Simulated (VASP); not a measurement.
Write the native input for VASP 6.6.1 that does the following.

```
Task                   : relaxation of cell and atoms
Functional             : PBE
Potentials or basis    : VASP PAW PBE potentials, release 64 (Al, Ni)
Cutoff                 : 600 eV
k mesh                 : 12 × 12 × 12
Occupations            : gaussian, width 0.1 eV
Spin                   : collinear spin, ferromagnetic start
Starting moments       : [0.0, 0.3, 0.3, 0.3] μB
Dipole correction      : no
Further INCAR settings : ALGO = Normal; EDIFF = 1e-07; IBRION = 2; EDIFFG = -0.005; NSW = 100; ISIF = 3
```

The structure of AlNi3 lies in POSCAR:

```
AlNi3
1.0
    3.5230547267      0.0000000000      0.0000000000
    0.0000000000      3.5230547267      0.0000000000
    0.0000000000      0.0000000000      3.5230547267
Al Ni
1 3
Direct
    0.0000000000      0.0000000000      0.0000000000
    0.0000000000      0.5000000000      0.5000000000
    0.5000000000      0.0000000000      0.5000000000
    0.5000000000      0.5000000000      0.0000000000
```

The input as run:

INCAR

```
  PREC = Accurate
  ENCUT = 600
  EDIFF = 1E-7
  ISMEAR = 0
  SIGMA = 0.1
  LREAL = False
  LASPH = True
  NELM = 150
  ALGO = Normal
  ISIF = 3
  LWAVE = False
  LCHARG = False
  ISPIN = 2
  MAGMOM = 0 0.3 0.3 0.3
  LORBIT = 11
  LMAXMIX = 4
  GGA = PE
  IBRION = 2
  NSW = 100
  EDIFFG = -0.005
```

KPOINTS

```
regular mesh
0
Gamma
  12 12 12
```

Potentials or basis: VASP PAW PBE potentials, release 64 (Al, Ni).

Run with:

```sh
$ cat potpaw_PBE.64/Al/POTCAR potpaw_PBE.64/Ni/POTCAR > POTCAR
$ mpirun -np 1 vasp_std > vasp.out
```

Results of the run:

```json
{
  "Relaxed volume": "11.33 Å³/atom",
  "Relaxed cell": "a = 3.565 Å, b = 3.565 Å, c = 3.565 Å, α = 90.00°, β = 90.00°, γ = 90.00°",
  "Space group after relaxing (to 0.05 Å)": "Pm-3m (No. 221)",
  "Energy gained by relaxing": "5.5 meV/atom",
  "Ionic steps": "5",
  "Pressure after relaxing": "0.0 GPa",
  "Net moment": "0.00 μB per cell",
  "Valence electrons inside the program's atomic spheres": "Al 0.80; Ni 9.38"
}
```

Run time: 9.5 min on 1 thread of Intel(R) Xeon(R) Platinum 8259CL CPU @ 2.50GHz (Skylake/Cascade Lake), with other jobs on the host, peak memory 0.28 GiB.
